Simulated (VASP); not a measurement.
Here is a VASP 6.6.1 calculation.

Contents of INCAR:

```
  PREC = Accurate
  ENCUT = 520
  EDIFF = 1E-6
  ISMEAR = 0
  SIGMA = 0.01
  LREAL = False
  LASPH = True
  NELM = 80
  ALGO = Normal
  ISIF = 2
  LWAVE = False
  LCHARG = False
  GGA = PE
  NBANDS = 18
```

KPOINTS

```
Automatic mesh
0
Gamma
  6 6 4
```

The input POSCAR:

```
LiCl
1.0
    3.8871014744      0.0000000000      0.0000000000
   -1.9435507372      3.3663286239      0.0000000000
    0.0000000000      0.0000000000      6.2219196873
Li Cl
2 2
Direct
    0.3333333333      0.6666666667     -0.0029826314
    0.6666666667      0.3333333333      0.4970173686
    0.3333333333      0.6666666667      0.3779826314
    0.6666666667      0.3333333333      0.8779826314
```

Potentials or basis: VASP PAW PBE potentials, release 64 (Li_sv, Cl).

Command:

```bash
$ cat potpaw_PBE.64/Li_sv/POTCAR potpaw_PBE.64/Cl/POTCAR > POTCAR
$ mpirun -np 1 vasp_std > vasp.out
```

Question: What does it give for the band gap on the k mesh?

Answer: 6.04 eV, direct.

 A k mesh can miss the band edges.
